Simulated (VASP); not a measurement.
# F (Fm-3m) in VASP: further runs

F is run at these levels: PBEsol; tasks: single point.

All numbers are computed with VASP 6.6.1; they aren't measurements. Logs are shortened: lines on timing, memory, paths and dates and some standing lists are left out, and cuts for length are marked.

### 1 The cell of the first run

The structure is cubic, space group Fm-3m (No. 225). The conventional cell has a = 2.636 Å, b = 2.636 Å, c = 2.636 Å, α = 90.00°, β = 90.00°, γ = 90.00°. F (site symmetry m-3m) has 12 F at 1.86 Å within 2.5 Å.

### 2 Single point, PBEsol (4.58 Å³/atom)

Input file INCAR:

```
SYSTEM = F
  PREC = Accurate
  ENCUT = 600
  EDIFF = 1E-6
  ISMEAR = -1
  SIGMA = 0.05
  LREAL = .FALSE.
  LASPH = .TRUE.
  NELM = 120
  ALGO = Normal
  ISIF = 2
  LWAVE = .FALSE.
  LCHARG = .FALSE.
  GGA = PS
  NBANDS = 10
  GGA_COMPAT = .FALSE.
```

Input file KPOINTS:

```
Automatic mesh
0
G
  22 22 22
  0 0 0
```

Input file POSCAR:

```
F
1.0
    0.0000000000      1.3180427685      1.3180427685
    1.3180427685      0.0000000000      1.3180427685
    1.3180427685      1.3180427685      0.0000000000
F
1
Direct
    0.0000000000      0.0000000000      0.0000000000
```

Potentials or basis: VASP PAW PBE potentials, release 64 (F).

The run is started by

```sh
cat potpaw_PBE.64/F/POTCAR > POTCAR
mpirun -np 1 vasp_std > vasp.out
```

OUTCAR:

```text
SYSTEM = F
   PREC = Accurate
   ENCUT = 600
   EDIFF = 1E-6
   ISMEAR = -1
   LREAL = .FALSE.
   LASPH = .TRUE.
   NELM = 120
   ISIF = 2
   GGA = PS

 ion  position               nearest neighbor table
   1  0.000  0.000  0.000-

  LATTYP: Found a face centered cubic cell.
 ALAT       =     2.6360855370

  Lattice vectors:

 A1 = (   0.0000000000,   1.3180427685,   1.3180427685)
 A2 = (   1.3180427685,   0.0000000000,   1.3180427685)
 A3 = (   1.3180427685,   1.3180427685,   0.0000000000)

Analysis of symmetry for initial positions (statically):
=====================================================================
 Subroutine PRICEL returns:
 Original cell was already a primitive cell.

 Routine SETGRP: Setting up the symmetry group for a
 face centered cubic supercell.

 Subroutine GETGRP returns: Found 48 space group operations
 (whereof 48 operations were pure point group operations)
 out of a pool of 48 trial point group operations.

The static configuration has the point symmetry O_h .

Analysis of symmetry for dynamics (positions and initial velocities):
=====================================================================
 Subroutine PRICEL returns:
 Original cell was already a primitive cell.

 Routine SETGRP: Setting up the symmetry group for a
 face centered cubic supercell.

 Subroutine GETGRP returns: Found 48 space group operations
 (whereof 48 operations were pure point group operations)
 out of a pool of 48 trial point group operations.

The dynamic configuration has the point symmetry O_h .

 Subroutine INISYM returns: Found 48 space group operations
 (whereof 48 operations are pure point group operations),
 and found     1 'primitive' translations

----------------------------------------------------------------------------------------

                                     Primitive cell

  volume of cell :       4.5795

  direct lattice vectors                    reciprocal lattice vectors
     0.000000000  1.318042769  1.318042769    -0.379350361  0.379350361  0.379350361
     1.318042769  0.000000000  1.318042769     0.379350361 -0.379350361  0.379350361
     1.318042769  1.318042769  0.000000000     0.379350361  0.379350361 -0.379350361

  length of vectors
     1.863993959  1.863993959  1.863993959     0.657054099  0.657054099  0.657054099

  position of ions in fractional coordinates (direct lattice)
     0.000000000  0.000000000  0.000000000

  ion indices of the primitive-cell ions
   primitive index   ion index
                 1           1

----------------------------------------------------------------------------------------

 KPOINTS: Automatic mesh

Automatic generation of k-mesh.
 Grid dimensions read from file:
 generate k-points for:   22   22   22

 Generating k-lattice:

  Cartesian coordinates                     Fractional coordinates (reciprocal lattice)
    -0.017243198  0.017243198  0.017243198     0.045454545  0.000000000  0.000000000
     0.017243198 -0.017243198  0.017243198     0.000000000  0.045454545  0.000000000
     0.017243198  0.017243198 -0.017243198     0.000000000  0.000000000  0.045454545

  Length of vectors
     0.029866095  0.029866095  0.029866095

  Shift w.r.t. Gamma in fractional coordinates (k-lattice)
     0.000000000  0.000000000  0.000000000

 Subroutine IBZKPT returns following result:
 ===========================================

 Found    328 irreducible k-points:

 Following reciprocal coordinates:
            Coordinates               Weight
  0.000000  0.000000  0.000000      1.000000
  0.045455  0.000000  0.000000      8.000000
  0.090909  0.000000  0.000000      8.000000
  0.136364  0.000000  0.000000      8.000000
  0.181818  0.000000  0.000000      8.000000
  0.227273  0.000000  0.000000      8.000000
[... 16 lines left out ...]
  0.500000  0.045455  0.000000     24.000000
 -0.454545  0.045455  0.000000     24.000000
 [... further k-points ...]
   k-points           NKPTS =    328   k-points in BZ     NKDIM =    328   number of bands    NBANDS=     10
   number of dos      NEDOS =    301   number of ions     NIONS =      1
   total plane-waves  NPLWV =   4096
   dimension x,y,z NGX =    16 NGY =   16 NGZ =   16
   dimension x,y,z NGXF=    32 NGYF=   32 NGZF=   32
   ions per type =               1
   NGX,Y,Z   is equivalent  to a cutoff of  14.27, 14.27, 14.27 a.u.
   NGXF,Y,Z  is equivalent  to a cutoff of  28.54, 28.54, 28.54 a.u.
 SYSTEM =  F
   PREC   = accura    normal or accurate (medium, high low for compatibility)
   ISTART =      0    job   : 0-new  1-cont  2-samecut
   ICHARG =      2    charge: 1-file 2-atom 10-const
   ISPIN  =      1    spin polarized calculation?
   LNONCOLLINEAR =      F non collinear calculations
   LSORBIT =      F    spin-orbit coupling
   LASPH  =      T    aspherical Exc in radial PAW
   ENCUT  =  600.0 eV  44.10 Ry    6.64 a.u.   3.72  3.72  3.72*2*pi/ulx,y,z
   NELM   =    120;   NELMIN=  2; NELMDL= -5     # of ELM steps
   EDIFF  = 0.1E-05   stopping-criterion for ELM
   LREAL  =      F    real-space projection
   EDIFFG = 0.1E-04   stopping-criterion for IOM
   NSW    =      0    number of steps for IOM
   IBRION =     -1    ionic relax: 0-MD 1-quasi-New 2-CG
   NFREE  =      0    steps in history (QN), initial steepest desc. (CG)
   ISIF   =      2    stress and relaxation
   ISYM   =      2    0-nonsym 1-usesym 2-fastsym
   POTIM  = 0.5000    time-step for ionic-motion
   TEBEG  =    0.0;   TEEND  =   0.0 temperature during run
   PSTRESS=    0.0 pullay stress
   NELECT =       7.0000    total number of electrons
   NUPDOWN=      -1.0000    fix difference up-down
   EMIN   =  10.00;   EMAX   =-10.00  energy-range for DOS
   EFERMI =   0.00;   METHOD = LEGACY
   ISMEAR =    -1;   SIGMA  =   0.05  broadening in eV -4-tet -1-fermi 0-gaus
   EFERMI_NEDOS =   21; number of points for ismear=-14 and -15
   IALGO  =     38    algorithm
   IMIX   =      4    mixing-type and parameters
     AMIX     =   0.40;   BMIX     =  1.00
     AMIX_MAG =   1.60;   BMIX_MAG =  1.00
  volume/ion in A,a.u.               =       4.58        30.90
  Fermi-wavevector in a.u.,A,eV,Ry     =   1.885825  3.563692 48.386878  3.556335
  Thomas-Fermi vector in A             =   2.928226
   LORBIT       =      0    0 simple, 1 ext, 2 COOP (PROOUT), +10 PAW based schemes
   GGA     = PS    functional components
   LHFCALC =     F    Hartree Fock is set to
   AEXX    =    0.0000 exact exchange contribution
   IVDW    =     0    specifies the selected vdW correction
   LEPSILON=     F    determine dielectric tensor
   LRPA    =     F    only Hartree local field effects (RPA)
 non-spin polarized calculation
  energy-cutoff  :      600.00
  volume of cell :        4.58
 maximum number of plane-waves:       169
   NGX =  7   NGY =  7   NGZ =  7

 number of electron       7.0000002 magnetization

 Free energy of the ion-electron system (eV)
  ---------------------------------------------------
  ext. energy  EPLUGINS =         0.00000000
  ---------------------------------------------------
  free energy    TOTEN  =         1.20659733 eV

  energy without entropy =        1.21321527  energy(sigma->0) =        1.20990630

 E-fermi :   7.5799     XC(G=0): -15.6510

 val. band max:        7.5755027915   @ k =   0.5000   0.1818   0.0909
 cond. band min:       7.5890398901   @ k =   0.4091   0.2727   0.1364
 fundamental gap:      0.0135370986
 Fermi energy:         7.5799467015

 k-point     1 :       0.0000    0.0000    0.0000
  band No.  band energies     occupation
      1     -23.3115      2.00000
      2       9.3753      0.00000
      3       9.3753      0.00000
      4       9.3753      0.00000
      5      33.9331      0.00000
      6      53.4493      0.00000
      7      53.4493      0.00000
      8      53.4493      0.00000
      9      59.6420      0.00000
     10      71.1568      0.00000

 k-point     2 :       0.0455    0.0000    0.0000
  band No.  band energies     occupation
      1     -23.2156      2.00000
      2       9.1221      0.00000
      3       9.3461      0.00000
      4       9.3462      0.00000
      5      34.0651      0.00000
      6      52.0525      0.00000
      7      53.5629      0.00000
      8      53.5629      0.00000
      9      61.2263      0.00000
     10      68.6744      0.00000

 k-point     3 :       0.0909    0.0000    0.0000
  band No.  band energies     occupation
      1     -22.9293      2.00000
      2       8.3858      0.00000
      3       9.2620      0.00000
      4       9.2620      0.00000
      5      34.4376      0.00000
      6      49.6044      0.00000
      7      53.8521      0.00000
      8      53.8521      0.00000
      9      63.7919      0.00000
     10      66.2727      0.00000

 k-point     4 :       0.1364    0.0000    0.0000
  band No.  band energies     occupation
      1     -22.4570      2.00000
      2       7.2281      1.99824
      3       9.1314      0.00000
      4       9.1314      0.00000
      5      34.9830      0.00000
      6      47.2389      0.00000
      7      54.1438      0.00000
      8      54.1438      0.00000
      9      64.2562      0.00000
     10      64.5423      0.00000
[... 222 lines left out ...]
 k-point    22 :       0.4545    0.0455    0.0000
  band No.  band energies     occupation
      1     -16.1834      2.00000
      2      -3.9244      2.00000
      3       7.9715      0.00079
      4       7.9905      0.00054
      5      36.6786      0.00000
      6      40.9935      0.00000
      7      49.2869      0.00000
      8      50.3517      0.00000
      9      59.5501      0.00000
     10      73.4676      0.00000

 k-point    23 :       0.5000    0.0455    0.0000
  band No.  band energies     occupation
      1     -15.6906      2.00000
      2      -4.6043      2.00000
      3       7.8736      0.00561
      4       8.0050      0.00041
      5      36.6127      0.00000
      6      40.9599      0.00000
      7      49.1562      0.00000
      8      50.0870      0.00000
      9      59.4569      0.00000
     10      76.2151      0.00000

 k-point    24 :      -0.4545    0.0455    0.0000
  band No.  band energies     occupation
      1     -15.7948      2.00000
      2      -4.4622      2.00000
      3       7.8250      0.01477
      4       8.0690      0.00011
      5      36.6332      0.00000
      6      40.9730      0.00000
      7      49.2140      0.00000
      8      50.0860      0.00000
      9      59.4928      0.00000
     10      75.6888      0.00000

 [... further k-points ...]
[... 5 lines left out ...]
  --------------------------------------------------------------------------------------
  -------------------------------------------------------------------------------------
  Total        8.3507031      8.3507031      8.3507031     -0.0000000      0.0000000      0.0000000
  in kB     2921.5620896   2921.5620896   2921.5620896     -0.0000000      0.0000000      0.0000000
  external PRESSURE =    2921.5620896 kB  Pullay stress =       0.0000000 kB

 VOLUME and BASIS-vectors are now :
 -----------------------------------------------------------------------------
  energy-cutoff  :      600.00
  volume of cell :        4.58
      direct lattice vectors                 reciprocal lattice vectors
     0.000000000  1.318042769  1.318042769    -0.379350361  0.379350361  0.379350361
     1.318042769  0.000000000  1.318042769     0.379350361 -0.379350361  0.379350361
     1.318042769  1.318042769  0.000000000     0.379350361  0.379350361 -0.379350361

 POSITION                                       TOTAL-FORCE (eV/Angst)
 -----------------------------------------------------------------------------------
      0.00000      0.00000      0.00000         0.000000      0.000000     -0.000000
 -----------------------------------------------------------------------------------
    total drift:                                0.000000      0.000000      0.000000

  FREE ENERGIE OF THE ION-ELECTRON SYSTEM (eV)
  ---------------------------------------------------
  free  energy   TOTEN  =         1.2065973263 eV

  energy  without entropy=        1.2132152686  energy(sigma->0) =        1.20990630
```

Run time: 8.6 s. Hardware: 1 thread of AMD EPYC 9R14 (Zen 4), shared host; peak memory 0.09 GiB.

Results:

| Property | Result |
| --- | --- |
| Free energy | 1.2066 eV |
| Pressure | 292.2 GPa |
| Band gap on the k mesh | zero (an odd number of electrons rules out a gap without spin polarisation) |

Caveat: the cell stands under pressure; the PAW data sets were made with another functional, which shifts forces and pressure a little; an odd number of electrons without spin polarisation forces a metal; a magnetic or distorted state may lie lower.

### 3 Single point, PBEsol

Input file INCAR:

```
SYSTEM = F
PREC = Accurate ; ENCUT = 600
EDIFF = 1E-6 ; ISMEAR = -1
SIGMA = 0.05 ; LREAL = .False.
LASPH = .True. ; NELM = 120
ALGO = Normal ; ISIF = 2
LWAVE = .False. ; LCHARG = .False.
GGA = PS ; NBANDS = 10
GGA_COMPAT = .False.
```

Input file KPOINTS:

```
regular mesh
0
Gamma
  22 22 22
  0 0 0
```

Input file POSCAR:

```
F
1.0
    0.0000000000      1.3187524962      1.3187524962
    1.3187524962      0.0000000000      1.3187524962
    1.3187524962      1.3187524962      0.0000000000
F
1
Direct
    0.0000000000      0.0000000000      0.0000000000
```

Potentials or basis: VASP PAW PBE potentials, release 64 (F).

The run is started by

```sh
cat potpaw_PBE.64/F/POTCAR > POTCAR
mpirun -np 1 vasp_std > vasp.out
```

Wall time 8.7 s (1 thread of AMD EPYC 9R14 (Zen 4), shared host); peak memory 0.09 GiB.

The run converged. Its results:

```
Free energy            : 1.1930 eV
Pressure               : 290.4 GPa
Band gap on the k mesh : zero (an odd number of electrons rules out a gap without spin polarisation)
```

Levels at points of the mesh, in eV from the Fermi level:
```tsv
k point	band 1	band 2	band 3	band 4	band 5	band 6	band 7	band 8
(0.00, 0.00, 0.00)	-30.86	1.79	1.79	1.79	26.31	45.84	45.84	45.84
(0.50, 0.00, 0.00)	-23.28	-12.29	0.49	0.49	28.82	33.67	42.26	42.26
(0.50, 0.50, 0.00)	-20.67	-10.52	-2.51	-2.51	20.72	27.22	40.64	54.61
```

Caveat: the cell stands under pressure; the PAW data sets were made with another functional, which shifts forces and pressure a little; an odd number of electrons without spin polarisation forces a metal; a magnetic or distorted state may lie lower.

### 4 Single point, PBEsol

This run uses another cell than the first one, of 4.59 Å³/atom.

Input file INCAR:

```
PREC     = Accurate       # precision mode
ENCUT    = 600            # plane-wave cutoff, eV
EDIFF    = 1E-6           # SCF threshold, eV
ISMEAR   = -1             # smearing method
SIGMA    = 0.05           # smearing width, eV
LREAL    = F              # projectors in reciprocal space
LASPH    = T              # aspherical terms in the spheres
NELM     = 120            # most SCF steps
ALGO     = Normal         # electronic algorithm
ISIF     = 2              # what is computed and relaxed
LWAVE    = F              # write WAVECAR
LCHARG   = F              # write CHGCAR
GGA      = PS             # functional
NBANDS   = 10             # bands
GGA_COMPAT= F
```

Input file KPOINTS:

```
regular mesh
0
Gamma
  22 22 22
```

Input file POSCAR:

```
F
1.0
    0.0000000000      1.3189898874      1.3189898874
    1.3189898874      0.0000000000      1.3189898874
    1.3189898874      1.3189898874      0.0000000000
F
1
Direct
    0.0000000000      0.0000000000      0.0000000000
```

The run is started by

```sh
cat potpaw_PBE.64/F/POTCAR > POTCAR
mpirun -np 1 vasp_std > vasp.out
```

Wall time 8.7 s (1 thread of AMD EPYC 9R14 (Zen 4), shared host); peak memory 0.09 GiB.

Results (log left out):

| Property | Result |
| --- | --- |
| Free energy | 1.1885 eV |
| Pressure | 289.8 GPa |
| Band gap on the k mesh | zero (an odd number of electrons rules out a gap without spin polarisation) |

Levels at points of the mesh, in eV from the Fermi level:
```tsv
k point	band 1	band 2	band 3	band 4	band 5	band 6	band 7	band 8
(0.00, 0.00, 0.00)	-30.85	1.79	1.79	1.79	26.30	45.84	45.84	45.84
(0.50, 0.00, 0.00)	-23.28	-12.28	0.49	0.49	28.81	33.66	42.25	42.25
(0.50, 0.50, 0.00)	-20.66	-10.52	-2.51	-2.51	20.72	27.22	40.63	54.59
```

Caveat: the cell stands under pressure; the PAW data sets were made with another functional, which shifts forces and pressure a little; an odd number of electrons without spin polarisation forces a metal; a magnetic or distorted state may lie lower.

(Part 1 of 2 ends here.)
